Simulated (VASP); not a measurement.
Here is a VASP 6.6.1 calculation.

POSCAR

```
MoS2
1.0
    3.1843765709      0.0000000000      0.0000000000
   -1.5921882854      2.7577510056      0.0000000000
    0.0000000000      0.0000000000     12.9912557860
Mo S
2 4
Direct
    0.3333333333      0.6666666667      0.2500000000
    0.6666666667      0.3333333333      0.7500000000
    0.3333333333      0.6666666667      0.6304823732
    0.6666666667      0.3333333333      0.1304823732
    0.3333333333      0.6666666667      0.8695176268
    0.6666666667      0.3333333333      0.3695176268
```

INCAR.step1

```
  PREC = Accurate
  ENCUT = 520
  ISMEAR = 0
  SIGMA = 0.01
  LREAL = F
  LASPH = T
  NELM = 100
  NBANDS = 35
  GGA = PE
  ALGO = Normal
  EDIFF = 1E-4
  LWAVE = T
  LCHARG = F
```

Contents of INCAR.step2:

```
  PREC = Accurate
  ENCUT = 520
  EDIFF = 1E-6
  ISMEAR = 0
  SIGMA = 0.01
  LREAL = F
  LASPH = T
  NELM = 100
  ALGO = Normal
  ISIF = 2
  LWAVE = F
  LCHARG = T
  METAGGA = R2SCAN
  LMIXTAU = T
  LELF = T
  LVHAR = T
  NBANDS = 35
  ISTART = 1
```

KPOINTS

```
Automatic mesh
0
Gamma
  12 12 4
```

Potentials or basis: VASP PAW PBE potentials, release 64 (Mo_sv, S).

The run is started by

```sh
$ cat potpaw_PBE.64/Mo_sv/POTCAR potpaw_PBE.64/S/POTCAR > POTCAR
$ cp INCAR.step1 INCAR
$ mpirun -np 1 vasp_std > vasp.out
$ cp INCAR.step2 INCAR
$ mpirun -np 1 vasp_std > vasp.out
```

What does it give for the largest force?

0.004 eV/Å.

What does it give for the pressure?

0.0 GPa.

Estimate the band gap on the k mesh.

1.18 eV, indirect (least direct gap 1.73 eV).

Stress tensor (GPa, compression positive):
```
 0.07  0.00  0.00
 0.00  0.07  0.00
 0.00  0.00 -0.01
```

Caveat: the PAW data sets were made with another functional, which shifts forces and pressure a little. r2SCAN opens gaps a little over a GGA but as a rule still falls short of measured ones.
